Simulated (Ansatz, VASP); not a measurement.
# One calculation of Si, two programs

The input POSCAR:

```
Si
1.0
   -1.6757223779      1.6757223779      1.3005249022
    1.6757223779     -1.6757223779      1.3005249022
    1.6757223779      1.6757223779     -1.3005249022
Si
1
Direct
    0.0000000000      0.0000000000      0.0000000000
```

File INCAR.step1:

```
SYSTEM = Si
PREC = Accurate
ENCUT = 520
ISMEAR = 0
SIGMA = 0.15
LREAL = .False.
LASPH = .True.
NELM = 100
NBANDS = 8
GGA = PE
ALGO = Normal
EDIFF = 1E-4
LWAVE = .True.
LCHARG = .False.
```

The input INCAR.step2:

```
SYSTEM = Si
PREC = Accurate
ENCUT = 520
EDIFF = 1E-7
ISMEAR = 0
SIGMA = 0.15
LREAL = .False.
LASPH = .True.
NELM = 100
ALGO = Normal
ISIF = 2
LWAVE = .False.
LCHARG = .False.
METAGGA = R2SCAN
LMIXTAU = .True.
NBANDS = 8
ISTART = 1
```

The input KPOINTS:

```
Automatic mesh
0
Gamma
  22 22 22
  0 0 0
```

Input for Ansatz:

```yaml
crystal:
  lattice:
    - [-1.6757223779, 1.6757223779, 1.3005249022]
    - [1.6757223779, -1.6757223779, 1.3005249022]
    - [1.6757223779, 1.6757223779, -1.3005249022]
  atoms:
    - { symbol: Si, position: [0.0, 0.0, 0.0] }
basis:
  ecutwfc: 500
kpoints:
  mp_grid: { grid: [22, 22, 22] }
hamiltonian:
  xc: r2scan
scf:
  occupations: { method: gaussian, width: 0.15 }
output:
  forces: true
  stress: true
  eigenvalues: true
```

Change from the starting cell: strain +0.030 along x and y, -0.015 along z, atoms carried along.

Alike in both runs: task single point; functional r2SCAN; k mesh 22 × 22 × 22; occupations gaussian, width 0.15 eV; no spin polarisation.

```csv
,VASP,Ansatz
version,VASP 6.6.1,Ansatz 0.2.0
potentials or method,"VASP PAW PBE potentials, release 64 (Si), cutoff 520 eV","scalar-relativistic, plane waves, PAW"
valence electrons in the cell,4,4
```

VASP gave:

```
gap on the k mesh at the Fermi level (eV)                     : none
pressure (GPa)                                                : -3.3
traceless stress, the component that is largest in VASP (GPa) : -0.63
```

Task: Estimate Ansatz's values.

Result: gap on the k mesh at the Fermi level (eV): none; pressure (GPa): -3.3; traceless stress, the component that is largest in VASP (GPa): -0.60.

VASP's potentials were made for PBE, not for r2SCAN. A gap of «none» marks a metal or a gap that the smearing closes.
